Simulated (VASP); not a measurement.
Write the native input for VASP 6.6.1 that does the following.

```
Task                   : relaxation of cell and atoms
Functional             : PBE
Potentials or basis    : VASP PAW PBE potentials, release 64 (Zn)
Cutoff                 : 600 eV
k mesh                 : 20 × 20 × 20
Occupations            : gaussian, width 0.1 eV
Spin                   : no spin polarisation
Dipole correction      : no
Further INCAR settings : ALGO = Fast; EDIFF = 1e-07; IBRION = 2; EDIFFG = -0.01; NSW = 80; ISIF = 3
```

The structure of Zn lies in POSCAR:

```
Zn
1.0
   -1.7141539032      1.7141539032      1.3139927578
    1.7141539032     -1.7141539032      1.3139927578
    1.7141539032      1.7141539032     -1.3139927578
Zn
1
Direct
    0.0000000000      0.0000000000      0.0000000000
```

The input as run:

INCAR

```
ALGO = Fast ; EDIFF = 1E-7
EDIFFG = -0.01 ; ENCUT = 600
GGA = PE ; IBRION = 2
ISIF = 3 ; ISMEAR = 0
LASPH = T ; LCHARG = F
LREAL = F ; LWAVE = F
NELM = 60 ; NSW = 80
PREC = Accurate ; SIGMA = 0.1
```

KPOINTS

```
k-points
0
Gamma
  20 20 20
```

Potentials or basis: VASP PAW PBE potentials, release 64 (Zn).

Command:

```console
$ cat potpaw_PBE.64/Zn/POTCAR > POTCAR
$ mpirun -np 1 vasp_std > vasp.out
```

It gave:

The relaxed volume is 15.57 Å³/atom. The relaxed cell is a = 2.770 Å, b = 2.770 Å, c = 2.770 Å, α = 102.81°, β = 102.81°, γ = 123.83°. The space group after relaxing (to 0.1 Å) is I4/mmm (No. 139), the energy gained by relaxing is 1.1 meV/atom and the ionic steps are 13. The pressure after relaxing is 0.1 GPa and the band gap on the k mesh is zero (bands 6 and 7 overlap by 5.64 eV).

Run time: 8.9 min on 1 thread of Intel(R) Xeon(R) Platinum 8259CL CPU @ 2.50GHz (Skylake/Cascade Lake), on a shared host, peak memory 0.27 GiB.
